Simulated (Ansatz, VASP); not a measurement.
## Two plane-wave programs on HfN

Contents of INCAR:

```
PREC = Accurate
ENCUT = 520
EDIFF = 1E-6
ISMEAR = 0
SIGMA = 0.15
LREAL = F
LASPH = T
NELM = 80
ALGO = Normal
ISIF = 2
LWAVE = F
LCHARG = F
GGA = PS
NBANDS = 14
```

KPOINTS

```
Automatic mesh
0
Gamma
  16 16 16
```

The input POSCAR:

```
HfN
1.0
    0.0000000000      2.5775631000      2.3934514500
    2.5775631000      0.0000000000      2.3934514500
    2.5775631000      2.5775631000      0.0000000000
Hf N
1 1
Direct
    0.0000000000      0.0000000000      0.0000000000
    0.7500000000      0.7500000000      0.7500000000
```

Input for Ansatz:

```yaml
crystal:
  lattice:
    - [0.0, 2.5775631, 2.39345145]
    - [2.5775631, 0.0, 2.39345145]
    - [2.5775631, 2.5775631, 0.0]
  atoms:
    - { symbol: Hf, position: [0.0, 0.0, 0.0] }
    - { symbol: "N", position: [0.75, 0.75, 0.75] }
basis:
  ecutwfc: 420
kpoints:
  mp_grid: { grid: [16, 16, 16] }
hamiltonian:
  xc: pbesol
scf:
  occupations: { method: gaussian, width: 0.15 }
output:
  forces: true
  stress: true
  eigenvalues: true
```

Change from the starting cell: strain +0.050 along x and y, -0.025 along z, atoms carried along.

Alike in both runs: task single point; functional PBEsol; k mesh 16 × 16 × 16; occupations gaussian, width 0.15 eV; no spin polarisation.

|  | VASP | Ansatz |
| --- | --- | --- |
| version | VASP 6.6.1 | Ansatz 0.2.0 |
| potentials or method | VASP PAW PBE potentials, release 64 (Hf_pv, N), cutoff 520 eV | scalar-relativistic, plane waves, PAW |
| valence electrons in the cell | 15 | 31 |

Ansatz gave:

- gap on the k mesh at the Fermi level (eV): none
- pressure (GPa): -16.6
- traceless stress, the component that is largest in VASP (GPa): 6.63

Which values does VASP return?

gap on the k mesh at the Fermi level (eV): none; pressure (GPa): -17.6; traceless stress, the component that is largest in VASP (GPa): 6.66.

VASP's potentials were made for PBE, not for PBEsol. A gap of «none» marks a metal or a gap that the smearing closes. The functional is the same, so the differences come from potentials, cutoffs and numerics. VASP's potentials hold 15 valence electrons a cell and Ansatz's 31, so a difference there can come from the potentials and not from the codes.

Spin-orbit coupling is off throughout.
